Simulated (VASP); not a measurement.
A run of VASP 6.6.1:

The input INCAR:

```
ALGO = Normal
EDIFF = 1E-8
ENCUT = 520
ISIF = 2
ISMEAR = 0
LASPH = T
LCALCEPS = T
LCHARG = F
LMIXTAU = T
LREAL = F
LWAVE = F
METAGGA = R2SCAN
NELM = 80
PREC = Accurate
SIGMA = 0.01
```

The input KPOINTS:

```
k-points
0
Gamma
  6 6 4
```

Contents of POSCAR:

```
PbO
1.0
    3.9804038208      0.0000000000      0.0000000000
    0.0000000000      3.9804038208      0.0000000000
    0.0000000000      0.0000000000      5.0009105968
Pb O
2 2
Direct
    0.0000000000      0.5000000000      0.2366326960
    0.5000000000      0.0000000000      0.7633673040
    0.0000000000      0.0000000000      0.0000000000
    0.5000000000      0.5000000000      0.0000000000
```

Potentials or basis: VASP PAW PBE potentials, release 64 (Pb_d, O).

Run with:

```sh
$ cat potpaw_PBE.64/Pb_d/POTCAR potpaw_PBE.64/O/POTCAR > POTCAR
$ mpirun -np 1 vasp_std > vasp.out
```

Hardware: 1 thread of Intel Xeon 8259CL (shared host).

Task: Estimate the wall time of this run.

Result: It took 93 min on 1 thread of Intel Xeon 8259CL, on a shared host, peak memory 0.49 GiB. Counts: scf iterations 76, k points 30.
